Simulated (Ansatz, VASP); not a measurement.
**BN: VASP beside Ansatz**

The input INCAR:

```
SYSTEM = BN
PREC = Accurate
ENCUT = 600
EDIFF = 1E-6
ISMEAR = 0
SIGMA = 0.05
LREAL = .False.
LASPH = .True.
NELM = 120
ALGO = Normal
ISIF = 2
LWAVE = .False.
LCHARG = .True.
GGA = PS
LELF = .True.
LVHAR = .True.
NBANDS = 26
GGA_COMPAT = .False.
```

File KPOINTS:

```
regular mesh
0
Gamma
  10 6 4
  0 0 0
```

File POSCAR:

```
BN
1.0
    2.5037762076      0.0000000000      0.0000000000
    0.0000000000      4.3366676023      0.0000000000
    0.0000000000      0.0000000000      7.0340970058
B N
4 4
Direct
    0.0000000000      0.3333333333      0.2358404000
    0.5000000000      0.8333333333      0.2592122699
    0.5000000000      0.1666666667      0.7358404000
    1.0000000000      0.6666666667      0.7592122699
    0.0000000000      0.3333333333      0.7547265727
    0.5000000000      0.8333333333      0.7490915638
    0.5000000000      0.1666666667      0.2547265727
    1.0000000000      0.6666666667      0.2490915638
```

Input for Ansatz:

```yaml
crystal:
  lattice:
    - [2.5037762076, 0.0, 0.0]
    - [0.0, 4.3366676023, 0.0]
    - [0.0, 0.0, 7.0340970058]
  atoms:
    - { symbol: B, position: [0.0, 0.3333333333, 0.2358404] }
    - { symbol: B, position: [0.5, 0.8333333333, 0.2592122699] }
    - { symbol: B, position: [0.5, 0.1666666667, 0.7358404] }
    - { symbol: B, position: [1.0, 0.6666666667, 0.7592122699] }
    - { symbol: "N", position: [0.0, 0.3333333333, 0.7547265727] }
    - { symbol: "N", position: [0.5, 0.8333333333, 0.7490915638] }
    - { symbol: "N", position: [0.5, 0.1666666667, 0.2547265727] }
    - { symbol: "N", position: [1.0, 0.6666666667, 0.2490915638] }
basis:
  ecutwfc: 520.0
kpoints:
  mp_grid: { grid: [10, 6, 4] }
hamiltonian:
  xc: pbesol
  pseudopotentials: { kind: paw, azcp: { folder: soft_1 } }
scf:
  occupations: { method: gaussian, width: 0.05 }
output:
  forces: true
  stress: true
  eigenvalues: true
  write_density: true
  write_potential: true
  elf: true
  volumetric_format: npy
```

Change from the starting cell: mode 11 frozen in at -0.082 Å and mode 13 at -0.017 Å (largest displacements).

Alike in both runs: task single point; functional PBEsol; k mesh 10 × 6 × 4; occupations gaussian, width 0.05 eV; no spin polarisation.

```csv
,VASP,Ansatz
version,VASP 6.6.1,Ansatz 0.2.0
potentials or method,"VASP PAW PBE potentials, release 64 (B, N), cutoff 600 eV","scalar-relativistic, plane waves, PAW"
valence electrons in the cell,32,32
```

```csv
,VASP,Ansatz,Ansatz less VASP
gap on the k mesh at the Fermi level (eV),3.56,3.56,+0.005
least direct gap on the mesh (eV),3.98,3.98,+0.005
pressure (GPa),-0.6,-0.9,-0.26
"traceless stress, the component that is largest in VASP (GPa)",-0.82,-0.30,+0.517
rms of the force components (eV/Å),0.576,0.578,+0.0023
```

VASP's potentials were made for PBE, not for PBEsol, and Ansatz warns of the same on its side. Atom by atom the forces differ by 0.002 eV/Å (rms over components). With one functional, cell and mesh, what is left measures potentials, basis and numerics.
